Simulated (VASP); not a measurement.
# MoS2 in VASP: further runs

MoS2 is run at these levels: PBE, PBE+D3(BJ), PBE+D4, PBEsol; tasks: relaxation of cell and atoms, single point.

All numbers are computed with VASP 6.6.1; they aren't measurements. Logs are shortened: lines on timing, memory, paths and dates and some standing lists are left out, and cuts for length are marked.

### Step 1. The cell of the first run

The cell holds a slab with vacuum, 3 atoms: a = 3.184 Å, b = 3.184 Å, c = 17.335 Å, α = 90.00°, β = 90.00°, γ = 120.00°.

### Step 2. Relaxation of cell and atoms, PBE

INCAR reads:

```
PREC     = Accurate       # precision mode
ENCUT    = 600            # plane-wave cutoff, eV
EDIFF    = 1E-6           # SCF threshold, eV
ISMEAR   = -1             # smearing method
SIGMA    = 0.05           # smearing width, eV
LREAL    = False          # projectors in reciprocal space
LASPH    = True           # aspherical terms in the spheres
NELM     = 60             # most SCF steps
ALGO     = Normal         # electronic algorithm
ISIF     = 3              # what is computed and relaxed
LWAVE    = False          # write WAVECAR
LCHARG   = False          # write CHGCAR
GGA      = PE             # functional
IBRION   = 2              # ionic algorithm
NSW      = 60             # ionic steps
EDIFFG   = -0.01          # ionic threshold
```

KPOINTS reads:

```
Automatic mesh
0
Gamma
  10 10 2
```

POSCAR reads:

```
MoS2
1.0
    3.1841260822      0.0000000000      0.0000000000
   -1.5920630411      2.7575340760      0.0000000000
    0.0000000000      0.0000000000     17.3345999500
Mo S
1 2
Direct
    0.0000000000      0.0000000000      0.0000000000
    0.3333333333      0.6666666667      0.9105070200
    0.3333333333      0.6666666667      0.0894929800
```

Potentials or basis: VASP PAW PBE potentials, release 64 (Mo_sv, S).

On the command line:

```sh
> cat potpaw_PBE.64/Mo_sv/POTCAR potpaw_PBE.64/S/POTCAR > POTCAR
> mpirun -np 1 vasp_std > vasp.out
```

OUTCAR:

```text
PREC = Accurate
   ENCUT = 600
   EDIFF = 1E-6
   ISMEAR = -1
   LREAL = False
   LASPH = True
   NELM = 60
   ISIF = 3
   GGA = PE
   IBRION = 2
   NSW = 60
   EDIFFG = -0.01

 ion  position               nearest neighbor table
   1  0.000  0.000  0.000-   2 2.41   3 2.41   2 2.41   3 2.41   2 2.41   3 2.41
   2  0.333  0.667  0.911-   1 2.41   1 2.41   1 2.41
   3  0.333  0.667  0.089-   1 2.41   1 2.41   1 2.41

  LATTYP: Found a hexagonal cell.
 ALAT       =     3.1841260822
 C/A-ratio  =     5.4440683260

  Lattice vectors:

 A1 = (   3.1841260822,   0.0000000000,   0.0000000000)
 A2 = (  -1.5920630411,   2.7575340760,   0.0000000000)
 A3 = (   0.0000000000,   0.0000000000,  17.3345999500)

Analysis of symmetry for initial positions (statically):
=====================================================================
 Subroutine PRICEL returns:
 Original cell was already a primitive cell.

 Routine SETGRP: Setting up the symmetry group for a
 hexagonal supercell.

 Subroutine GETGRP returns: Found 12 space group operations
 (whereof 12 operations were pure point group operations)
 out of a pool of 24 trial point group operations.

The static configuration has the point symmetry D_3h.

Analysis of symmetry for dynamics (positions and initial velocities):
=====================================================================
 Subroutine PRICEL returns:
 Original cell was already a primitive cell.

 Routine SETGRP: Setting up the symmetry group for a
 hexagonal supercell.

 Subroutine GETGRP returns: Found 12 space group operations
 (whereof 12 operations were pure point group operations)
 out of a pool of 24 trial point group operations.

The dynamic configuration has the point symmetry D_3h.

 Subroutine INISYM returns: Found 12 space group operations
 (whereof 12 operations are pure point group operations),
 and found     1 'primitive' translations

----------------------------------------------------------------------------------------

                                     Primitive cell

  volume of cell :     152.2036

  direct lattice vectors                    reciprocal lattice vectors
     3.184126082  0.000000000  0.000000000     0.314057915  0.181321422  0.000000000
    -1.592063041  2.757534076  0.000000000     0.000000000  0.362642844  0.000000000
     0.000000000  0.000000000 17.334599950     0.000000000  0.000000000  0.057688092

  length of vectors
     3.184126082  3.184126082 17.334599950     0.362642844  0.362642844  0.057688092

  position of ions in fractional coordinates (direct lattice)
     0.000000000  0.000000000  0.000000000
     0.333333333  0.666666667  0.910507020
     0.333333333  0.666666667  0.089492980

  ion indices of the primitive-cell ions
   primitive index   ion index
                 1           1
                 2           2
                 3           3

----------------------------------------------------------------------------------------

 KPOINTS: Automatic mesh

Automatic generation of k-mesh.
 Grid dimensions read from file:
 generate k-points for:   10   10    2

 Generating k-lattice:

  Cartesian coordinates                     Fractional coordinates (reciprocal lattice)
     0.031405792  0.018132142  0.000000000     0.100000000  0.000000000  0.000000000
     0.000000000  0.036264284  0.000000000     0.000000000  0.100000000  0.000000000
     0.000000000  0.000000000  0.028844046     0.000000000  0.000000000  0.500000000

  Length of vectors
     0.036264284  0.036264284  0.028844046

  Shift w.r.t. Gamma in fractional coordinates (k-lattice)
     0.000000000  0.000000000  0.000000000

 Subroutine IBZKPT returns following result:
 ===========================================

 Found     28 irreducible k-points:

 Following reciprocal coordinates:
            Coordinates               Weight
  0.000000  0.000000  0.000000      1.000000
  0.100000  0.000000  0.000000      6.000000
  0.200000  0.000000  0.000000      6.000000
  0.300000  0.000000  0.000000      6.000000
  0.400000  0.000000  0.000000      6.000000
  0.500000  0.000000  0.000000      3.000000
[... 16 lines left out ...]
  0.300000  0.100000  0.500000     12.000000
  0.400000  0.100000  0.500000     12.000000
 [... further k-points ...]
   k-points           NKPTS =     28   k-points in BZ     NKDIM =     28   number of bands    NBANDS=     17
   number of dos      NEDOS =    301   number of ions     NIONS =      3
   total plane-waves  NPLWV = 109760
   dimension x,y,z NGX =    28 NGY =   28 NGZ =  140
   dimension x,y,z NGXF=    56 NGYF=   56 NGZF=  280
   ions per type =               1   2
   NGX,Y,Z   is equivalent  to a cutoff of  14.62, 14.62, 13.43 a.u.
   NGXF,Y,Z  is equivalent  to a cutoff of  29.24, 29.24, 26.85 a.u.
 SYSTEM =  unknown system
   PREC   = accura    normal or accurate (medium, high low for compatibility)
   ISTART =      0    job   : 0-new  1-cont  2-samecut
   ICHARG =      2    charge: 1-file 2-atom 10-const
   ISPIN  =      1    spin polarized calculation?
   LNONCOLLINEAR =      F non collinear calculations
   LSORBIT =      F    spin-orbit coupling
   LASPH  =      T    aspherical Exc in radial PAW
   ENCUT  =  600.0 eV  44.10 Ry    6.64 a.u.   6.36  6.36 34.62*2*pi/ulx,y,z
   NELM   =     60;   NELMIN=  2; NELMDL= -5     # of ELM steps
   EDIFF  = 0.1E-05   stopping-criterion for ELM
   LREAL  =      F    real-space projection
   EDIFFG = -.1E-01   stopping-criterion for IOM
   NSW    =     60    number of steps for IOM
   IBRION =      2    ionic relax: 0-MD 1-quasi-New 2-CG
   NFREE  =      1    steps in history (QN), initial steepest desc. (CG)
   ISIF   =      3    stress and relaxation
   ISYM   =      2    0-nonsym 1-usesym 2-fastsym
   POTIM  = 0.5000    time-step for ionic-motion
   TEBEG  =    0.0;   TEEND  =   0.0 temperature during run
   PSTRESS=    0.0 pullay stress
   NELECT =      26.0000    total number of electrons
   NUPDOWN=      -1.0000    fix difference up-down
   EMIN   =  10.00;   EMAX   =-10.00  energy-range for DOS
   EFERMI =   0.00;   METHOD = LEGACY
   ISMEAR =    -1;   SIGMA  =   0.05  broadening in eV -4-tet -1-fermi 0-gaus
   EFERMI_NEDOS =   21; number of points for ismear=-14 and -15
   IALGO  =     38    algorithm
   IMIX   =      4    mixing-type and parameters
     AMIX     =   0.40;   BMIX     =  1.00
     AMIX_MAG =   1.60;   BMIX_MAG =  1.00
  volume/ion in A,a.u.               =      50.73       342.37
  Fermi-wavevector in a.u.,A,eV,Ry     =   0.908359  1.716550 11.226391  0.825116
  Thomas-Fermi vector in A             =   2.032276
   LORBIT       =      0    0 simple, 1 ext, 2 COOP (PROOUT), +10 PAW based schemes
   GGA     = PE    functional components
   LHFCALC =     F    Hartree Fock is set to
   AEXX    =    0.0000 exact exchange contribution
   IVDW    =     0    specifies the selected vdW correction
   LEPSILON=     F    determine dielectric tensor
   LRPA    =     F    only Hartree local field effects (RPA)
 conjugate gradient relaxation of ions
 non-spin polarized calculation
  energy-cutoff  :      600.00
  volume of cell :      152.20
 maximum number of plane-waves:      5116
 NGX is ok and might be reduce to    28
   NGX = 13   NGY = 13   NGZ = 69

--------------------------------------- Ionic step        1  -------------------------------------------

 number of electron      26.0000001 magnetization

 Free energy of the ion-electron system (eV)
  ---------------------------------------------------
  ext. energy  EPLUGINS =         0.00000000
  ---------------------------------------------------
  free energy    TOTEN  =       -21.85138876 eV

  energy without entropy =      -21.85138875  energy(sigma->0) =      -21.85138876

------------------------ aborting loop because EDIFF is reached ----------------------------------------

  FORCE on cell =-STRESS in cart. coord.  units (eV):
  Direction    XX          YY          ZZ          XY          YZ          ZX
  --------------------------------------------------------------------------------------
  -------------------------------------------------------------------------------------
  Total        0.2075586      0.2075586      0.6129694      0.0000000      0.0000000     -0.0000000
  in kB        2.1848742      2.1848742      6.4524464      0.0000000      0.0000000     -0.0000000
  external PRESSURE =       3.6073983 kB  Pullay stress =       0.0000000 kB

 VOLUME and BASIS-vectors are now :
 -----------------------------------------------------------------------------
  energy-cutoff  :      600.00
  volume of cell :      152.20
      direct lattice vectors                 reciprocal lattice vectors
     3.184126082  0.000000000  0.000000000     0.314057915  0.181321422  0.000000000
    -1.592063041  2.757534076  0.000000000     0.000000000  0.362642844  0.000000000
     0.000000000  0.000000000 17.334599950     0.000000000  0.000000000  0.057688092
[... 75 lines left out ...]
 POSITION                                       TOTAL-FORCE (eV/Angst)
 -----------------------------------------------------------------------------------
      0.00000      0.00000      0.00000         0.000000      0.000000      0.000000
     -0.00000      1.84048     15.83369         0.000000     -0.000000     -0.016048
     -0.00000      1.84048      1.56012        -0.000000     -0.000000      0.016048
 -----------------------------------------------------------------------------------
    total drift:                                0.000000     -0.000000     -0.000000

  FREE ENERGIE OF THE ION-ELECTRON SYSTEM (eV)
  ---------------------------------------------------
  free  energy   TOTEN  =       -21.8533614988 eV

  energy  without entropy=      -21.8533614958  energy(sigma->0) =      -21.85336150

--------------------------------------- Ionic step        4  -------------------------------------------

 number of electron      26.0000001 magnetization

 Free energy of the ion-electron system (eV)
  ---------------------------------------------------
  ext. energy  EPLUGINS =         0.00000000
  ---------------------------------------------------
  free energy    TOTEN  =       -21.85349787 eV

  energy without entropy =      -21.85349786  energy(sigma->0) =      -21.85349787

 E-fermi :  -0.5719     XC(G=0):  -4.3995

 val. band max:       -1.4530931161   @ k =   0.0000   0.0000   0.5000
 cond. band min:       0.3531700229   @ k =   0.3000   0.3000   0.0000
 fundamental gap:      1.8062631390
 Fermi energy:        -0.5719096882

 k-point     1 :       0.0000    0.0000    0.0000
  band No.  band energies     occupation
      1     -62.3191      2.00000
      2     -36.4580      2.00000
      3     -36.2553      2.00000
      4     -36.2553      2.00000
      5     -15.5198      2.00000
      6     -14.2200      2.00000
[... 9 lines left out ...]
     16       1.5561      0.00000
     17       1.5561      0.00000
[... 441 lines left out ...]
 k-point    24 :       0.4000    0.1000    0.5000
  band No.  band energies     occupation
      1     -62.2818      2.00000
      2     -36.6048      2.00000
      3     -36.3838      2.00000
      4     -36.3605      2.00000
      5     -13.6658      2.00000
      6     -13.4690      2.00000
[... 9 lines left out ...]
     16       2.3137      0.00000
     17       2.7472      0.00000

 [... further k-points ...]

------------------------ aborting loop because EDIFF is reached ----------------------------------------

  FORCE on cell =-STRESS in cart. coord.  units (eV):
  Direction    XX          YY          ZZ          XY          YZ          ZX
  --------------------------------------------------------------------------------------
  -------------------------------------------------------------------------------------
  Total        0.0023924      0.0023924     -0.0028831      0.0000000     -0.0000000     -0.0000000
  in kB        0.0250852      0.0250852     -0.0302296      0.0000000     -0.0000000     -0.0000000
  external PRESSURE =       0.0066469 kB  Pullay stress =       0.0000000 kB

 VOLUME and BASIS-vectors are now :
 -----------------------------------------------------------------------------
  energy-cutoff  :      600.00
  volume of cell :      152.80
      direct lattice vectors                 reciprocal lattice vectors
     3.183891199 -0.000000000 -0.000000000     0.314081084  0.181334799  0.000000000
    -1.591945600  2.757330661 -0.000000000     0.000000000  0.362669597  0.000000000
     0.000000000 -0.000000000 17.405568865     0.000000000  0.000000000  0.057452877

 POSITION                                       TOTAL-FORCE (eV/Angst)
 -----------------------------------------------------------------------------------
      0.00000      0.00000     -0.00000        -0.000000      0.000000      0.000000
     -0.00000      1.83822     15.84348         0.000000      0.000000     -0.002792
     -0.00000      1.83822      1.56209         0.000000     -0.000000      0.002792
 -----------------------------------------------------------------------------------
    total drift:                                0.000000     -0.000000     -0.000000

  FREE ENERGIE OF THE ION-ELECTRON SYSTEM (eV)
  ---------------------------------------------------
  free  energy   TOTEN  =       -21.8534978665 eV

  energy  without entropy=      -21.8534978642  energy(sigma->0) =      -21.85349787

 reached required accuracy - stopping structural energy minimisation
```

Run time: 4 min. Hardware: 1 thread of Intel Xeon 6975P-C (Granite Rapids), shared host; peak memory 0.38 GiB.

What came out:

* Free energy: -21.8535 eV
* Relaxed cell: a = 3.184 Å, b = 3.184 Å, c = 17.406 Å, α = 90.00°, β = 90.00°, γ = 120.00°
* Space group after relaxing (to 0.1 Å): P-6m2 (No. 187)
* Energy gained by relaxing: 0.7 meV/atom
* Ionic steps: 4
* Band gap on the k mesh: 1.81 eV (least direct gap 1.94 eV)

Forces in eV/Å, atoms in the order of the input:
```
Mo   0.000  0.000  0.000
S    0.000  0.000 -0.003
S    0.000  0.000  0.003
```

The path:
```
step  energy change (eV)  largest force (eV/Å)  pressure (GPa)  volume (Å³)
   1              0.0000                0.2044            0.36       152.20
   2              0.0049                0.3225           -0.80       154.73
   3             -0.0020                0.0160           -0.05       153.08
   4             -0.0021                0.0028            0.00       152.80
```

Final structure:
```
Mo S
1.0
     3.18389    0.00000    0.00000
    -1.59195    2.75733    0.00000
     0.00000    0.00000   17.40557
Mo S
1 2
Cartesian
  0.0000 0.0000 0.0000
  0.0000 1.8382 15.8435
  0.0000 1.8382 1.5621
```

Levels at points of the mesh, in eV from the valence-band top:
```
           k point  band 10  band 11  band 12  band 13  band 14  band 15  band 16  band 17
(0.00, 0.00, 0.00)    -1.77    -1.50    -1.50     0.00     2.76     2.76     3.01     3.01
(0.50, 0.00, 0.00)    -3.15    -1.87    -0.97    -0.63     2.24     2.76     3.88     4.31
(0.00, 0.00, 0.50)    -1.77    -1.50    -1.50     0.00     2.76     2.76     3.01     3.01
(0.50, 0.00, 0.50)    -3.15    -1.87    -0.97    -0.63     2.24     2.76     3.88     4.31
```

(Continued in part 2 of 2.)
